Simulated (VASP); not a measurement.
# MgO (F-43m) in VASP: notebook

Aim: see how the results for MgO move with the level of theory and the settings. Levels: LDA, PBEsol. Tasks: vibrations by perturbation theory, dielectric tensor.

All numbers are computed with VASP 6.6.1; they aren't measurements. Logs are shortened: lines on timing, memory, paths and dates and some standing lists are left out, and cuts for length are marked.

## Step 1: The cell of the first run

It takes space group F-43m (No. 216, cubic). The conventional cell has a = 4.612 Å, b = 4.612 Å, c = 4.612 Å, α = 90.00°, β = 90.00°, γ = 90.00°. Mg (site symmetry -43m) has 4 O at 2.00 Å within 2.6 Å. Within 2.6 Å of O (site symmetry -43m) lie 4 Mg at 2.00 Å.

## Step 2: Vibrations by perturbation theory, LDA

The input, INCAR:

```
SYSTEM = MgO
PREC = Accurate
ENCUT = 520
EDIFF = 1E-8
ISMEAR = 0
SIGMA = 0.01
LREAL = .False.
LASPH = .True.
NELM = 100
ALGO = Normal
ISIF = 2
LWAVE = .False.
LCHARG = .False.
GGA = CA
IBRION = 8
NSW = 1
LEPSILON = .True.
```

The input, KPOINTS:

```
Automatic mesh
0
Gamma
  8 8 8
  0 0 0
```

The input, POSCAR:

```
MgO
1.0
    0.0000000000      2.3061600000      2.3061600000
    2.3061600000      0.0000000000      2.3061600000
    2.3061600000      2.3061600000      0.0000000000
Mg O
1 1
Direct
    0.5000000000      0.5000000000      0.5000000000
    0.7500000000      0.7500000000      0.7500000000
```

Potentials or basis: VASP PAW LDA potentials, release 64 (Mg, O).

Launch:

```console
> cat potpaw_LDA.64/Mg/POTCAR potpaw_LDA.64/O/POTCAR > POTCAR
> mpirun -np 1 vasp_std > vasp.out
```

OUTCAR:

```text
SYSTEM = MgO
   PREC = Accurate
   ENCUT = 520
   EDIFF = 1E-8
   ISMEAR = 0
   LREAL = .False.
   LASPH = .True.
   NELM = 100
   ISIF = 2
   GGA = CA
   IBRION = 8
   NSW = 1
   LEPSILON = .True.

 ion  position               nearest neighbor table
   1  0.500  0.500  0.500-   2 2.00   2 2.00   2 2.00   2 2.00
   2  0.750  0.750  0.750-   1 2.00   1 2.00   1 2.00   1 2.00

  LATTYP: Found a face centered cubic cell.
 ALAT       =     4.6123200000

  Lattice vectors:

 A1 = (   0.0000000000,   2.3061600000,   2.3061600000)
 A2 = (   2.3061600000,   0.0000000000,   2.3061600000)
 A3 = (   2.3061600000,   2.3061600000,   0.0000000000)

Analysis of symmetry for initial positions (statically):
=====================================================================
 Subroutine PRICEL returns:
 Original cell was already a primitive cell.

 Routine SETGRP: Setting up the symmetry group for a
 face centered cubic supercell.

 Subroutine GETGRP returns: Found 24 space group operations
 (whereof 24 operations were pure point group operations)
 out of a pool of 48 trial point group operations.

The static configuration has the point symmetry T_d .

Analysis of symmetry for dynamics (positions and initial velocities):
=====================================================================
 Subroutine PRICEL returns:
 Original cell was already a primitive cell.

 Routine SETGRP: Setting up the symmetry group for a
 face centered cubic supercell.

 Subroutine GETGRP returns: Found 24 space group operations
 (whereof 24 operations were pure point group operations)
 out of a pool of 48 trial point group operations.

The dynamic configuration has the point symmetry T_d .

 Subroutine INISYM returns: Found 24 space group operations
 (whereof 24 operations are pure point group operations),
 and found     1 'primitive' translations

----------------------------------------------------------------------------------------

                                     Primitive cell

  volume of cell :      24.5300

  direct lattice vectors                    reciprocal lattice vectors
     0.000000000  2.306160000  2.306160000    -0.216810629  0.216810629  0.216810629
     2.306160000  0.000000000  2.306160000     0.216810629 -0.216810629  0.216810629
     2.306160000  2.306160000  0.000000000     0.216810629  0.216810629 -0.216810629

  length of vectors
     3.261402749  3.261402749  3.261402749     0.375527025  0.375527025  0.375527025

  position of ions in fractional coordinates (direct lattice)
     0.500000000  0.500000000  0.500000000
     0.750000000  0.750000000  0.750000000

  ion indices of the primitive-cell ions
   primitive index   ion index
                 1           1
                 2           2

----------------------------------------------------------------------------------------

 KPOINTS: Automatic mesh

Automatic generation of k-mesh.
 Grid dimensions read from file:
 generate k-points for:    8    8    8

 Generating k-lattice:

[... 412 lines left out ...]

 Free energy of the ion-electron system (eV)
  ---------------------------------------------------
  ---------------------------------------------------
  free energy    TOTEN  =        -0.15057357 eV

  energy without entropy =       -0.15057357

------------------------ aborting loop because EDIFF is reached ----------------------------------------

--------------------------------------- Ionic step        2  -------------------------------------------

------------------------ aborting loop because EDIFF is reached ----------------------------------------

--------------------------------------- Ionic step        3  -------------------------------------------

------------------------ aborting loop because EDIFF is reached ----------------------------------------

 PIEZOELECTRIC TENSOR FIELD DIRECTION 3  (e Angst)
 -----------------------------------------------------------------------------
    -0.00018 -0.31711  0.00000           ( -0.00000  0.02448  0.00000)
    -0.31711 -0.00018  0.00000           (  0.02448 -0.00000  0.00000)
     0.00000  0.00000  0.00009           (  0.00000  0.00000 -0.00000)

 PIEZOELECTRIC TENSOR FIELD DIRECTION 3  (C/m^2)
 -----------------------------------------------------------------------------
    -0.00012 -0.20712  0.00000
    -0.20712 -0.00012  0.00000
     0.00000  0.00000  0.00006

--------------------------------------- Ionic step        4  -------------------------------------------

------------------------ aborting loop because EDIFF is reached ----------------------------------------

[... ionic steps 5 to 6 ...]

--------------------------------------- Ionic step        7  -------------------------------------------

 Free energy of the ion-electron system (eV)
  ---------------------------------------------------
  ---------------------------------------------------
  free energy    TOTEN  =        -0.35615553 eV

  energy without entropy =       -0.35615553

------------------------ aborting loop because EDIFF is reached ----------------------------------------

 INTERNAL STRAIN TENSOR  FOR ION    2  DIRECTION 1   (eV/Angst):
 -----------------------------------------------------------------------------
    -0.00623  0.00000  0.00000
     0.00000  0.00382 -5.84847
     0.00000 -5.84847  0.00382

 MACROSCOPIC STATIC DIELECTRIC TENSOR (including local field effects in DFT)
 ------------------------------------------------------
           3.060897    -0.000000     0.000000
           0.000000     3.060897     0.000000
          -0.000000    -0.000000     3.060897
 ------------------------------------------------------

 PIEZOELECTRIC TENSOR (including local field effects)  for field in x, y, z        (e  Angst)
          XX          YY          ZZ          XY          YZ          ZX
  --------------------------------------------------------------------------------
  x     0.00000     0.00000    -0.00000     0.00000    -0.31836    -0.00000
  y    -0.00000     0.00000    -0.00000     0.00000     0.00000    -0.31836
  z    -0.00000    -0.00000     0.00000    -0.31836     0.00000     0.00000

 PIEZOELECTRIC TENSOR (including local field effects)  for field in x, y, z        (C/m^2)
          XX          YY          ZZ          XY          YZ          ZX
  --------------------------------------------------------------------------------
  x     0.00000     0.00000    -0.00000     0.00000    -0.20793    -0.00000
  y    -0.00000     0.00000    -0.00000     0.00000     0.00000    -0.20793
  z    -0.00000    -0.00000     0.00000    -0.20793     0.00000     0.00000

 BORN EFFECTIVE CHARGES (including local field effects) (in |e|, cummulative output)
 ---------------------------------------------------------------------------------
 ion    1
    1     1.82428     0.00000     0.00000
    2     0.00000     1.82428     0.00000
    3    -0.00000    -0.00000     1.82428
 ion    2
    1    -1.82428     0.00000    -0.00000
    2     0.00000    -1.82428     0.00000
    3     0.00000     0.00000    -1.82428

 INTERNAL STRAIN TENSOR FOR ION    2 for displacements in x,y,z  (eV/Angst):
          X           Y           Z          XY          YZ          ZX
  --------------------------------------------------------------------------------
  x     0.00000     0.00000     0.00000     0.00000    -5.84847     0.00000
  y     0.00000     0.00000     0.00000     0.00000     0.00000    -5.84847
  z     0.00000     0.00000     0.00000    -5.84847     0.00000     0.00000

 SECOND DERIVATIVES (NOT SYMMETRIZED)
 ------------------------------------
               1X          1Y          1Z          2X          2Y          2Z
  1X    -7.926800    0.000000    0.000000    7.926800    0.000000    0.000000
  1Y     0.000000   -7.926800    0.000000    0.000000    7.926800    0.000000
  1Z     0.000000    0.000000   -7.926800    0.000000    0.000000    7.926800
  2X     7.923059    0.000000    0.000000   -7.923059    0.000000    0.000000
  2Y     0.000000    7.923059    0.000000    0.000000   -7.923059    0.000000
  2Z     0.000000    0.000000    7.923059    0.000000    0.000000   -7.923059

 Eigenvectors and eigenvalues of the dynamical matrix
 ----------------------------------------------------

   1 f  =   14.168032 THz    89.020372 2PiTHz  472.594687 cm-1    58.594247 meV
             X         Y         Z           dx          dy          dz
      2.306160  2.306160  2.306160     0.581657   -0.242408   -0.000000
      3.459240  3.459240  3.459240    -0.716724    0.298698    0.000000
[... 21 lines left out ...]
   6 f/i=    0.001636 THz     0.010280 2PiTHz    0.054574 cm-1     0.006766 meV
             X         Y         Z           dx          dy          dz
      2.306160  2.306160  2.306160     0.000000    0.000000    0.776475
      3.459240  3.459240  3.459240     0.000000    0.000000    0.630148

--------------------------------------------------------------------------------------------------------

 MACROSCOPIC STATIC DIELECTRIC TENSOR IONIC CONTRIBUTION
 ------------------------------------------------------
           3.097804     0.000000    -0.000000
           0.000000     3.097804    -0.000000
          -0.000000    -0.000000     3.097804
 ------------------------------------------------------

 ELASTIC MODULI CONTR FROM IONIC RELAXATION (kBar)
 Direction    XX          YY          ZZ          XY          YZ          ZX
 --------------------------------------------------------------------------------
 XX          -0.0000     -0.0000      0.0000      0.0000     -0.0000      0.0000
 YY          -0.0000     -0.0000     -0.0000      0.0000      0.0000      0.0000
 ZZ           0.0000     -0.0000     -0.0000     -0.0000      0.0000      0.0000
 XY           0.0000      0.0000     -0.0000   -268.8039      0.0000      0.0000
 YZ          -0.0000      0.0000      0.0000      0.0000   -268.8039      0.0000
 ZX           0.0000      0.0000      0.0000      0.0000      0.0000   -268.8039
 --------------------------------------------------------------------------------

 PIEZOELECTRIC TENSOR IONIC CONTR  for field in x, y, z        (C/m^2)
          XX          YY          ZZ          XY          YZ          ZX
  --------------------------------------------------------------------------------
  x     0.00000    -0.00000    -0.00000     0.00000     0.85865     0.00000
  y    -0.00000    -0.00000    -0.00000     0.00000     0.00000     0.85865
  z    -0.00000    -0.00000     0.00000     0.85865    -0.00000    -0.00000
```

Wall time 35 s (1 thread of Intel Xeon 6975P-C (Granite Rapids), shared host); peak memory 0.17 GiB.

Results:

```
Electronic dielectric tensor (diagonal)                 : 3.06
Born charges (mean of the diagonal)                     : Mg +1.82; O -1.82 e
Highest phonon frequency at Γ, LO-TO splitting left out : 473 cm⁻¹
```

Phonon frequencies in cm⁻¹ (negative: imaginary):
```
              q point        frequencies
(0.000, 0.000, 0.000)  0 0 0 473 473 473
```

Electronic dielectric tensor:
```
3.06 0.00 0.00
0.00 3.06 0.00
0.00 0.00 3.06
```

Born effective charge tensors (e):
atom 1, Mg
```
1.82 0.00 0.00
0.00 1.82 0.00
0.00 0.00 1.82
```
atom 2, O
```
-1.82  0.00  0.00
 0.00 -1.82  0.00
 0.00  0.00 -1.82
```

Caveat: the cell wasn't relaxed at this level first, which shifts response properties.

## Step 3: Dielectric tensor, PBEsol

The input, INCAR:

```
ALGO = Normal
EDIFF = 1E-8
ENCUT = 520
GGA = PS
ISIF = 2
ISMEAR = 0
LASPH = True
LCHARG = False
LEPSILON = True
LREAL = False
LWAVE = False
NELM = 100
PREC = Accurate
SIGMA = 0.01
```

The input, KPOINTS:

```
k-points
0
Gamma
  10 10 10
```

POSCAR is that of step 2.

Potentials or basis: VASP PAW PBE potentials, release 64 (Mg, O).

Launch:

```console
> cat potpaw_PBE.64/Mg/POTCAR potpaw_PBE.64/O/POTCAR > POTCAR
> mpirun -np 1 vasp_std > vasp.out
```

OUTCAR:

```text
EDIFF = 1E-8
   ENCUT = 520
   GGA = PS
   ISIF = 2
   ISMEAR = 0
   LASPH = True
   LEPSILON = True
   LREAL = False
   NELM = 100
   PREC = Accurate

 ion  position               nearest neighbor table
   1  0.500  0.500  0.500-   2 2.00   2 2.00   2 2.00   2 2.00
   2  0.750  0.750  0.750-   1 2.00   1 2.00   1 2.00   1 2.00

  LATTYP: Found a face centered cubic cell.
 ALAT       =     4.6123200000

  Lattice vectors:

 A1 = (   0.0000000000,   2.3061600000,   2.3061600000)
 A2 = (   2.3061600000,   0.0000000000,   2.3061600000)
 A3 = (   2.3061600000,   2.3061600000,   0.0000000000)

Analysis of symmetry for initial positions (statically):
=====================================================================
 Subroutine PRICEL returns:
 Original cell was already a primitive cell.

 Routine SETGRP: Setting up the symmetry group for a
 face centered cubic supercell.

 Subroutine GETGRP returns: Found 24 space group operations
 (whereof 24 operations were pure point group operations)
 out of a pool of 48 trial point group operations.

The static configuration has the point symmetry T_d .

[... 481 lines left out ...]
  ---------------------------------------------------
  free energy    TOTEN  =        -0.15530746 eV

  energy without entropy =       -0.15530746

------------------------ aborting loop because EDIFF is reached ----------------------------------------

 PIEZOELECTRIC TENSOR FIELD DIRECTION 3  (e Angst)
 -----------------------------------------------------------------------------
    -0.00018 -0.31341  0.00000           ( -0.00000  0.02533  0.00000)
    -0.31341 -0.00018  0.00000           (  0.02533 -0.00000  0.00000)
     0.00000  0.00000  0.00007           (  0.00000  0.00000 -0.00000)

 PIEZOELECTRIC TENSOR FIELD DIRECTION 3  (C/m^2)
 -----------------------------------------------------------------------------
    -0.00012 -0.20470  0.00000
    -0.20470 -0.00012  0.00000
     0.00000  0.00000  0.00005

 MACROSCOPIC STATIC DIELECTRIC TENSOR (including local field effects in DFT)
 ------------------------------------------------------
           3.081029     0.000000     0.000000
           0.000000     3.081029     0.000000
          -0.000000     0.000000     3.081029
 ------------------------------------------------------

 PIEZOELECTRIC TENSOR (including local field effects)  for field in x, y, z        (e  Angst)
          XX          YY          ZZ          XY          YZ          ZX
  --------------------------------------------------------------------------------
  x     0.00000    -0.00000     0.00000     0.00000    -0.31438     0.00000
  y    -0.00000    -0.00000     0.00000     0.00000     0.00000    -0.31438
  z    -0.00000    -0.00000    -0.00000    -0.31438     0.00000     0.00000

 PIEZOELECTRIC TENSOR (including local field effects)  for field in x, y, z        (C/m^2)
          XX          YY          ZZ          XY          YZ          ZX
  --------------------------------------------------------------------------------
  x     0.00000    -0.00000     0.00000     0.00000    -0.20534     0.00000
  y    -0.00000    -0.00000     0.00000     0.00000     0.00000    -0.20534
  z    -0.00000    -0.00000    -0.00000    -0.20534     0.00000     0.00000

 BORN EFFECTIVE CHARGES (including local field effects) (in |e|, cummulative output)
 ---------------------------------------------------------------------------------
 ion    1
    1     1.82654     0.00000     0.00000
    2     0.00000     1.82654     0.00000
    3     0.00000     0.00000     1.82654
 ion    2
    1    -1.82654     0.00000     0.00000
    2     0.00000    -1.82654     0.00000
    3     0.00000     0.00000    -1.82654
```

OSZICAR:

```text
N       E                     dE             d eps       ncg     rms          rms(c)
DAV:   1     0.212985728254E+02    0.21299E+02   -0.43367E+03   752   0.864E+02
[... 16 lines left out ...]
RMM:   3    -0.144920935813E+00    0.22922E-02   -0.19682E-03  4371   0.405E-01    0.345E-01
RMM:   4    -0.153935944681E+00   -0.90150E-02   -0.38517E-03  4318   0.588E-01    0.371E-02
RMM:   5    -0.155126631474E+00   -0.11907E-02   -0.51798E-05  4644   0.789E-02    0.769E-03
RMM:   6    -0.155254901319E+00   -0.12827E-03   -0.74606E-07  4814   0.847E-03    0.271E-03
RMM:   7    -0.155309342649E+00   -0.54441E-04   -0.22982E-07  4623   0.443E-03    0.310E-04
RMM:   8    -0.155307465899E+00    0.18767E-05   -0.51619E-09  4879   0.667E-04    0.144E-04
RMM:   9    -0.155307460489E+00    0.54094E-08   -0.11665E-09  4233   0.264E-04    0.191E-05
```

stdout:

```text
POSCAR found type information on POSCAR MgO
 POSCAR found :  2 types and       2 ions
 scaLAPACK will be used
 -----------------------------------------------------------------------------
|                                                                             |
|                                                                             |
|     You enforced a specific xc type in the INCAR file but a different       |
[... 28 lines left out ...]
  Direction:   1
 dielectric tensor                  component  1 :     3.081     0.228     0.133
 Linear response to external field, progress :
  Direction:   2
 dielectric tensor                  component  2 :     0.199     3.081     0.087
 Linear response to external field, progress :
  Direction:   3
 dielectric tensor                  component  3 :     0.152     0.208     3.081
 Born effective charges drift removed
```

Run time: 43 s. Hardware: 1 thread of Intel Xeon 6975P-C (Granite Rapids), shared host; peak memory 0.22 GiB.

Results:

```
Band gap on the k mesh                  : 3.35 eV, direct
Electronic dielectric tensor (diagonal) : 3.08
Born charges (mean of the diagonal)     : Mg +1.83; O -1.83 e
```

Levels at points of the mesh, in eV from the valence-band top:
```csv
k point,band 1,band 2,band 3,band 4,band 5,band 6,band 7,band 8
"(0.00, 0.00, 0.00)",-15.73,0.00,0.00,0.00,3.35,16.36,16.36,16.36
"(0.50, 0.00, 0.00)",-15.09,-3.00,-0.18,-0.18,8.44,9.34,14.26,14.26
"(0.50, 0.50, 0.00)",-14.90,-2.48,-0.73,-0.73,6.03,11.22,13.62,16.18
```

Electronic dielectric tensor:
```
3.08 0.00 0.00
0.00 3.08 0.00
0.00 0.00 3.08
```

Born effective charge tensors (e):
atom 1, Mg
```
1.83 0.00 0.00
0.00 1.83 0.00
0.00 0.00 1.83
```
atom 2, O
```
-1.83  0.00  0.00
 0.00 -1.83  0.00
 0.00  0.00 -1.83
```
